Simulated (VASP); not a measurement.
# Ni (Fm-3m) in VASP: further runs, part 2 of 2

VASP 6.6.1.

## 3. Single point, r2SCAN, collinear spin, ferromagnetic start

POSCAR

```
Ni
1.0
    0.0000000000      1.7619400000      1.7619400000
    1.7619400000      0.0000000000      1.7619400000
    1.7619400000      1.7619400000      0.0000000000
Ni
1
Direct
    0.0000000000      0.0000000000      0.0000000000
```

INCAR.step1

```
SYSTEM = Ni
PREC = Accurate
ENCUT = 660
ISMEAR = -1
SIGMA = 0.1
LREAL = .FALSE.
LASPH = .TRUE.
NELM = 200
ISPIN = 2
MAGMOM = 2
LMAXMIX = 4
NBANDS = 15
GGA = PE
ALGO = Normal
EDIFF = 1E-5
LWAVE = .TRUE.
LCHARG = .FALSE.
GGA_COMPAT = .FALSE.
```

INCAR.step2

```
SYSTEM = Ni
PREC = Accurate
ENCUT = 660
EDIFF = 1E-6
ISMEAR = -1
SIGMA = 0.1
LREAL = .FALSE.
LASPH = .TRUE.
NELM = 200
ALGO = Normal
ISIF = 2
LWAVE = .FALSE.
LCHARG = .FALSE.
ISPIN = 2
MAGMOM = 2
LORBIT = 11
LMAXMIX = 4
METAGGA = R2SCAN
LMIXTAU = .TRUE.
NBANDS = 15
ISTART = 1
GGA_COMPAT = .FALSE.
```

KPOINTS

```
regular mesh
0
G
  14 14 14
  0 0 0
```

Potentials or basis: VASP PAW PBE potentials, release 64 (Ni).

Started as:

```console
> cat potpaw_PBE.64/Ni/POTCAR > POTCAR
> cp INCAR.step1 INCAR
> mpirun -np 1 vasp_std > vasp.out
> cp INCAR.step2 INCAR
> mpirun -np 1 vasp_std > vasp.out
```

OUTCAR:

```text
SYSTEM = Ni
   PREC = Accurate
   ENCUT = 660
   EDIFF = 1E-6
   ISMEAR = -1
   LREAL = .FALSE.
   LASPH = .TRUE.
   NELM = 200
   ISIF = 2
   ISPIN = 2
   LORBIT = 11
   METAGGA = R2SCAN
   ISTART = 1

 ion  position               nearest neighbor table
   1  0.000  0.000  0.000-

  LATTYP: Found a face centered cubic cell.
 ALAT       =     3.5238800000

  Lattice vectors:

 A1 = (   0.0000000000,   1.7619400000,   1.7619400000)
 A2 = (   1.7619400000,   0.0000000000,   1.7619400000)
 A3 = (   1.7619400000,   1.7619400000,   0.0000000000)

Analysis of symmetry for initial positions (statically):
=====================================================================
 Subroutine PRICEL returns:
 Original cell was already a primitive cell.

 Routine SETGRP: Setting up the symmetry group for a
 face centered cubic supercell.

 Subroutine GETGRP returns: Found 48 space group operations
 (whereof 48 operations were pure point group operations)
 out of a pool of 48 trial point group operations.

The static configuration has the point symmetry O_h .

Analysis of symmetry for dynamics (positions and initial velocities):
=====================================================================
 Subroutine PRICEL returns:
[... 624 lines left out ...]
      9      37.9493      0.00000
     10      37.9493      0.00000
     11      40.7432      0.00000
     12      40.7432      0.00000
     13      40.7432      0.00000
     14      43.9809      0.00000
[... 403 lines left out ...]
      4       8.0245      0.99999
      5       8.6444      0.99730
      6       8.8798      0.97229
      7      25.3353      0.00000
      8      31.1356      0.00000
      9      31.5810      0.00000
     10      34.5683      0.00000
     11      40.0614      0.00000
     12      43.9238      0.00000
     13      46.0482      0.00000
     14      48.2691      0.00000
     15      52.9044      0.00000

 [... further k-points ...]
[... 5 lines left out ...]
  --------------------------------------------------------------------------------------
  -------------------------------------------------------------------------------------
  Total       -0.4724959     -0.4724959     -0.4724959      0.0000000      0.0000000      0.0000000
  in kB      -69.1998663    -69.1998663    -69.1998663      0.0000000      0.0000000      0.0000000
  external PRESSURE =     -69.1998663 kB  Pullay stress =       0.0000000 kB

 VOLUME and BASIS-vectors are now :
 -----------------------------------------------------------------------------
  energy-cutoff  :      660.00
  volume of cell :       10.94
      direct lattice vectors                 reciprocal lattice vectors
     0.000000000  1.761940000  1.761940000    -0.283778108  0.283778108  0.283778108
     1.761940000  0.000000000  1.761940000     0.283778108 -0.283778108  0.283778108
     1.761940000  1.761940000  0.000000000     0.283778108  0.283778108 -0.283778108

 POSITION                                       TOTAL-FORCE (eV/Angst)
 -----------------------------------------------------------------------------------
      0.00000      0.00000      0.00000         0.000000      0.000000      0.000000
 -----------------------------------------------------------------------------------
    total drift:                               -0.000000      0.000000     -0.000000

  FREE ENERGIE OF THE ION-ELECTRON SYSTEM (eV)
  ---------------------------------------------------
  free  energy   TOTEN  =       -11.9565266376 eV

  energy  without entropy=      -11.9139288718  energy(sigma->0) =      -11.93522775

 total charge

# of ion       s       p       d       tot
------------------------------------------
    1        0.512   0.513   8.309   9.335

 magnetization (x)

# of ion       s       p       d       tot
------------------------------------------
    1       -0.010  -0.043   0.818   0.765
```

OUTCAR.step1:

```text
SYSTEM = Ni
   PREC = Accurate
   ENCUT = 660
   ISMEAR = -1
   LREAL = .FALSE.
   LASPH = .TRUE.
[... 1102 lines left out ...]
 -----------------------------------------------------------------------------------
      0.00000      0.00000      0.00000         0.000000     -0.000000      0.000000
 -----------------------------------------------------------------------------------
    total drift:                               -0.000000      0.000000     -0.000000

  FREE ENERGIE OF THE ION-ELECTRON SYSTEM (eV)
  ---------------------------------------------------
  free  energy   TOTEN  =        -5.4967564978 eV

  energy  without entropy=       -5.4399547901  energy(sigma->0) =       -5.46835564
```

OSZICAR.step1:

```text
N       E                     dE             d eps       ncg     rms          rms(c)
DAV:   1     0.383542269090E+02    0.38354E+02   -0.51787E+03  6702   0.109E+03
DAV:   2    -0.460633834660E+01   -0.42961E+02   -0.39679E+02  6926   0.185E+02
DAV:   3    -0.632998408365E+01   -0.17236E+01   -0.17081E+01  7647   0.347E+01
DAV:   4    -0.634089247181E+01   -0.10908E-01   -0.10906E-01  7479   0.268E+00
DAV:   5    -0.634103158704E+01   -0.13912E-03   -0.13911E-03  7836   0.268E-01    0.111E+01
DAV:   6    -0.587242251980E+01    0.46861E+00   -0.13104E+01  9005   0.419E+01    0.632E+00
DAV:   7    -0.551148741265E+01    0.36094E+00   -0.26129E+00  8285   0.161E+01    0.177E+00
DAV:   8    -0.550058587236E+01    0.10902E-01   -0.22638E-02  7435   0.933E-01    0.954E-01
DAV:   9    -0.549766744097E+01    0.29184E-02   -0.16556E-03  9817   0.246E-01    0.341E-01
DAV:  10    -0.549674855603E+01    0.91888E-03   -0.14108E-03  9406   0.224E-01    0.453E-02
DAV:  11    -0.549675649783E+01   -0.79418E-05   -0.19647E-05  7014   0.315E-02
   1 F= -.54967565E+01 E0= -.54683556E+01  d E =-.568017E-01  mag=     0.5978
```

Wall time 1.7 min (1 thread of Intel Xeon Platinum 8488C (Sapphire Rapids), shared host); peak memory 0.17 GiB.

Results:

| Item | Value |
| --- | --- |
| Free energy | -11.9565 eV |
| Pressure | -6.9 GPa |
| Net moment | 0.74 μB per cell |
| Site moments | Ni +0.77 μB |
| Valence electrons inside the program's atomic spheres | Ni 9.34 |

Caveat: the cell stands under tension; the PAW data sets were made with another functional, which shifts forces and pressure a little.

## 4. Single point, r2SCAN, collinear spin, ferromagnetic start

POSCAR is that of step 3.

INCAR.step1

```
ALGO = Normal
EDIFF = 1E-5
ENCUT = 660
GGA = PE
GGA_COMPAT = F
ISMEAR = -1
ISPIN = 2
LASPH = T
LCHARG = F
LMAXMIX = 4
LREAL = F
LWAVE = T
MAGMOM = 2
NBANDS = 15
NELM = 200
PREC = Accurate
SIGMA = 0.05
```

INCAR.step2

```
ALGO = Normal
EDIFF = 1E-6
ENCUT = 660
GGA_COMPAT = F
ISIF = 2
ISMEAR = -1
ISPIN = 2
ISTART = 1
LASPH = T
LCHARG = F
LMAXMIX = 4
LMIXTAU = T
LORBIT = 11
LREAL = F
LWAVE = F
MAGMOM = 2
METAGGA = R2SCAN
NBANDS = 15
NELM = 200
PREC = Accurate
SIGMA = 0.05
```

KPOINTS

```
k-points
0
Gamma
  14 14 14
```

Potentials or basis: VASP PAW PBE potentials, release 64 (Ni).

Started as:

```console
> cat potpaw_PBE.64/Ni/POTCAR > POTCAR
> cp INCAR.step1 INCAR
> mpirun -np 1 vasp_std > vasp.out
> cp INCAR.step2 INCAR
> mpirun -np 1 vasp_std > vasp.out
```

OUTCAR:

```text
EDIFF = 1E-6
   ENCUT = 660
   ISIF = 2
   ISMEAR = -1
   ISPIN = 2
   ISTART = 1
   LASPH = T
   LORBIT = 11
   LREAL = F
   METAGGA = R2SCAN
   NELM = 200
   PREC = Accurate

 ion  position               nearest neighbor table
   1  0.000  0.000  0.000-

  LATTYP: Found a face centered cubic cell.
 ALAT       =     3.5238800000

  Lattice vectors:

 A1 = (   0.0000000000,   1.7619400000,   1.7619400000)
 A2 = (   1.7619400000,   0.0000000000,   1.7619400000)
 A3 = (   1.7619400000,   1.7619400000,   0.0000000000)

Analysis of symmetry for initial positions (statically):
=====================================================================
 Subroutine PRICEL returns:
 Original cell was already a primitive cell.

 Routine SETGRP: Setting up the symmetry group for a
 face centered cubic supercell.

 Subroutine GETGRP returns: Found 48 space group operations
 (whereof 48 operations were pure point group operations)
 out of a pool of 48 trial point group operations.

The static configuration has the point symmetry O_h .

Analysis of symmetry for dynamics (positions and initial velocities):
=====================================================================
 Subroutine PRICEL returns:
 Original cell was already a primitive cell.

 Routine SETGRP: Setting up the symmetry group for a
 face centered cubic supercell.

 Subroutine GETGRP returns: Found 48 space group operations
 (whereof 48 operations were pure point group operations)
 out of a pool of 48 trial point group operations.

The dynamic configuration has the point symmetry O_h .

Analysis of structural, dynamic, and magnetic symmetry:
=====================================================================
 Subroutine PRICEL returns:
 Original cell was already a primitive cell.

 Routine SETGRP: Setting up the symmetry group for a
 face centered cubic supercell.

 Subroutine GETGRP returns: Found 48 space group operations
 (whereof 48 operations were pure point group operations)
 out of a pool of 48 trial point group operations.

The overall configuration has the point symmetry O_h .

 Subroutine INISYM returns: Found 48 space group operations
[... 160 lines left out ...]
      7      33.7353      0.00000
      8      37.8384      0.00000
      9      37.8384      0.00000
     10      37.8384      0.00000
     11      40.4333      0.00000
     12      40.4333      0.00000
     13      40.4333      0.00000
     14      43.9176      0.00000
[... 403 lines left out ...]
      4       6.8076      1.00000
      5       7.4976      1.00000
      6       7.8818      1.00000
      7      25.1316      0.00000
      8      30.9229      0.00000
      9      31.5837      0.00000
     10      34.3886      0.00000
     11      39.7188      0.00000
     12      43.7635      0.00000
     13      45.8268      0.00000
     14      47.9509      0.00000
     15      51.2626      0.00000

 [... further k-points ...]

 spin component 2

 k-point     1 :       0.0000    0.0000    0.0000
  band No.  band energies     occupation
      1      -0.3857      1.00000
      2       7.6700      1.00000
      3       7.6700      1.00000
      4       7.6700      1.00000
      5       8.3523      1.00000
      6       8.3523      1.00000
      7      33.4629      0.00000
      8      37.9500      0.00000
      9      37.9500      0.00000
     10      37.9500      0.00000
     11      40.7439      0.00000
     12      40.7439      0.00000
     13      40.7439      0.00000
     14      43.9888      0.00000
[... 403 lines left out ...]
      4       8.0268      1.00000
      5       8.6512      0.99999
      6       8.8804      0.99946
      7      25.3363      0.00000
      8      31.1359      0.00000
      9      31.5825      0.00000
     10      34.5691      0.00000
     11      40.0641      0.00000
     12      43.9260      0.00000
     13      46.0508      0.00000
     14      48.2730      0.00000
     15      52.9058      0.00000

 [... further k-points ...]

------------------------ aborting loop because EDIFF is reached ----------------------------------------

  FORCE on cell =-STRESS in cart. coord.  units (eV):
  Direction    XX          YY          ZZ          XY          YZ          ZX
  --------------------------------------------------------------------------------------
  -------------------------------------------------------------------------------------
  Total       -0.5019205     -0.5019205     -0.5019205      0.0000000      0.0000000      0.0000000
  in kB      -73.5092861    -73.5092861    -73.5092861      0.0000000      0.0000000      0.0000000
  external PRESSURE =     -73.5092861 kB  Pullay stress =       0.0000000 kB

 VOLUME and BASIS-vectors are now :
 -----------------------------------------------------------------------------
  energy-cutoff  :      660.00
  volume of cell :       10.94
      direct lattice vectors                 reciprocal lattice vectors
     0.000000000  1.761940000  1.761940000    -0.283778108  0.283778108  0.283778108
     1.761940000  0.000000000  1.761940000     0.283778108 -0.283778108  0.283778108
     1.761940000  1.761940000  0.000000000     0.283778108  0.283778108 -0.283778108

 POSITION                                       TOTAL-FORCE (eV/Angst)
 -----------------------------------------------------------------------------------
      0.00000      0.00000      0.00000         0.000000      0.000000      0.000000
 -----------------------------------------------------------------------------------
    total drift:                               -0.000000      0.000000      0.000000

  FREE ENERGIE OF THE ION-ELECTRON SYSTEM (eV)
  ---------------------------------------------------
  free  energy   TOTEN  =       -11.9403209560 eV

  energy  without entropy=      -11.9293706419  energy(sigma->0) =      -11.93484580

 total charge

# of ion       s       p       d       tot
------------------------------------------
    1        0.513   0.514   8.308   9.334

 magnetization (x)

# of ion       s       p       d       tot
------------------------------------------
    1       -0.009  -0.044   0.829   0.776
```

OUTCAR.step1:

```text
EDIFF = 1E-5
   ENCUT = 660
   GGA = PE
   ISMEAR = -1
   ISPIN = 2
   LASPH = T
[... 1099 lines left out ...]

 POSITION                                       TOTAL-FORCE (eV/Angst)
 -----------------------------------------------------------------------------------
      0.00000      0.00000      0.00000         0.000000      0.000000      0.000000
 -----------------------------------------------------------------------------------
    total drift:                               -0.000000      0.000000     -0.000000

  FREE ENERGIE OF THE ION-ELECTRON SYSTEM (eV)
  ---------------------------------------------------
  free  energy   TOTEN  =        -5.4743652541 eV

  energy  without entropy=       -5.4583031744  energy(sigma->0) =       -5.46633421
```

OSZICAR.step1:

```text
N       E                     dE             d eps       ncg     rms          rms(c)
DAV:   1     0.383626465887E+02    0.38363E+02   -0.51787E+03  6702   0.109E+03
DAV:   2    -0.458914292140E+01   -0.42952E+02   -0.39687E+02  6926   0.185E+02
DAV:   3    -0.631220430735E+01   -0.17231E+01   -0.17055E+01  7647   0.346E+01
DAV:   4    -0.632310966650E+01   -0.10905E-01   -0.10903E-01  7479   0.268E+00
DAV:   5    -0.632324869590E+01   -0.13903E-03   -0.13903E-03  7836   0.269E-01    0.111E+01
DAV:   6    -0.584921448027E+01    0.47403E+00   -0.13132E+01  9005   0.420E+01    0.633E+00
DAV:   7    -0.548913497524E+01    0.36008E+00   -0.26146E+00  8285   0.162E+01    0.176E+00
DAV:   8    -0.547821763937E+01    0.10917E-01   -0.22296E-02  7451   0.925E-01    0.954E-01
DAV:   9    -0.547528205111E+01    0.29356E-02   -0.16334E-03  9811   0.242E-01    0.337E-01
DAV:  10    -0.547436058963E+01    0.92146E-03   -0.13408E-03  9488   0.219E-01    0.446E-02
DAV:  11    -0.547436525411E+01   -0.46645E-05   -0.20507E-05  7048   0.309E-02
   1 F= -.54743653E+01 E0= -.54663342E+01  d E =-.160621E-01  mag=     0.5961
```

Run time: 2.1 min. Hardware: 1 thread of Intel Xeon Platinum 8488C (Sapphire Rapids), shared host; peak memory 0.18 GiB.

Results:

- Free energy: -11.9403 eV
- Pressure: -7.4 GPa
- Net moment: 0.75 μB per cell
- Site moments: Ni +0.78 μB
- Valence electrons inside the program's atomic spheres: Ni 9.33

Levels at points of the mesh, in eV from the Fermi level:
Spin up:
| k point | band 3 | band 4 | band 5 | band 6 | band 7 | band 8 |
| --- | --- | --- | --- | --- | --- | --- |
| (0.00, 0.00, 0.00) | -2.97 | -2.97 | -1.68 | -1.68 | 24.48 | 28.58 |
| (0.50, 0.00, 0.00) | -2.88 | -1.10 | -1.10 | -0.40 | 5.57 | 22.93 |
| (0.50, 0.50, 0.00) | -1.03 | -1.03 | -0.98 | 2.47 | 9.28 | 15.34 |
Spin down:
```tsv
k point	band 2	band 3	band 4	band 5	band 6	band 7
(0.00, 0.00, 0.00)	-1.59	-1.59	-1.59	-0.90	-0.90	24.21
(0.50, 0.00, 0.00)	-1.94	-1.94	-0.64	0.18	0.18	6.29
(0.50, 0.50, 0.00)	-3.64	-0.17	0.55	0.55	2.20	9.63
```

Caveat: the cell stands under tension; the PAW data sets were made with another functional, which shifts forces and pressure a little.

## 5. Single point, r2SCAN, collinear spin, ferromagnetic start

POSCAR is that of step 4.

INCAR.step1

```
SYSTEM = Ni
  PREC = Accurate
  ENCUT = 660
  ISMEAR = -1
  SIGMA = 0.003
  LREAL = .FALSE.
  LASPH = .TRUE.
  NELM = 200
  ISPIN = 2
  MAGMOM = 2
  LMAXMIX = 4
  NBANDS = 15
  GGA = PE
  ALGO = Normal
  EDIFF = 1E-5
  LWAVE = .TRUE.
  LCHARG = .FALSE.
  GGA_COMPAT = .FALSE.
```

INCAR.step2

```
SYSTEM = Ni
  PREC = Accurate
  ENCUT = 660
  EDIFF = 1E-6
  ISMEAR = -1
  SIGMA = 0.003
  LREAL = .FALSE.
  LASPH = .TRUE.
  NELM = 200
  ALGO = Normal
  ISIF = 2
  LWAVE = .FALSE.
  LCHARG = .FALSE.
  ISPIN = 2
  MAGMOM = 2
  LORBIT = 11
  LMAXMIX = 4
  METAGGA = R2SCAN
  LMIXTAU = .TRUE.
  NBANDS = 15
  ISTART = 1
  GGA_COMPAT = .FALSE.
```

KPOINTS

```
regular mesh
0
G
  14 14 14
  0 0 0
```

Started as:

```console
> cat potpaw_PBE.64/Ni/POTCAR > POTCAR
> cp INCAR.step1 INCAR
> mpirun -np 1 vasp_std > vasp.out
> cp INCAR.step2 INCAR
> mpirun -np 1 vasp_std > vasp.out
```

Run time: 1.9 min. Hardware: 1 thread of Intel Xeon Platinum 8488C (Sapphire Rapids), shared host; peak memory 0.18 GiB.

It converged, with:

```yaml
Free_energy: -11.9346 eV
Pressure: -7.4 GPa
Net_moment: 0.75 μB per cell
Site_moments: Ni +0.78 μB
Valence_electrons_inside_the_program's_atomic_spheres: Ni 9.33
```

Levels at points of the mesh, in eV from the Fermi level:
Spin up:
| k point | band 1 | band 2 | band 3 | band 4 | band 5 | band 6 | band 7 | band 8 | band 9 | band 10 |
| --- | --- | --- | --- | --- | --- | --- | --- | --- | --- | --- |
| (0.00, 0.00, 0.00) | -9.41 | -3.01 | -3.01 | -3.01 | -1.71 | -1.71 | 24.45 | 28.55 | 28.55 | 28.55 |
| (0.50, 0.00, 0.00) | -5.31 | -2.92 | -2.92 | -1.14 | -1.14 | -0.44 | 5.54 | 22.90 | 25.48 | 25.48 |
| (0.50, 0.50, 0.00) | -5.08 | -4.75 | -1.07 | -1.07 | -1.01 | 2.43 | 9.25 | 15.31 | 15.31 | 19.94 |
Spin down:
```tsv
k point	band 2	band 3	band 4	band 5	band 6	band 7
(0.00, 0.00, 0.00)	-1.62	-1.62	-1.62	-0.94	-0.94	24.17
(0.50, 0.00, 0.00)	-1.97	-1.97	-0.67	0.15	0.15	6.26
(0.50, 0.50, 0.00)	-3.66	-0.20	0.53	0.53	2.17	9.59
```

Caveat: the cell stands under tension; the PAW data sets were made with another functional, which shifts forces and pressure a little.

## 6. Overview

| smearing | gap on the mesh (eV) | pressure (GPa) | moment (μB) |
| --- | --- | --- | --- |
| fermi-dirac 0.1 eV | none | -6.9 | 0.74 |
| fermi-dirac 0.05 eV | none | -7.4 | 0.75 |
| fermi-dirac 0.003 eV | none | -7.4 | 0.75 |

Alike in all rows: task single point; level r2SCAN; potentials or basis VASP PAW PBE potentials, release 64 (Ni); spin collinear, ferromagnetic start; cell as given; k mesh 14 × 14 × 14; cutoff (eV) 660.

Caveats: the cell stands under tension; the PAW data sets were made with another functional, which shifts forces and pressure a little.

Absolute energies hang on the potentials; compare differences alone.
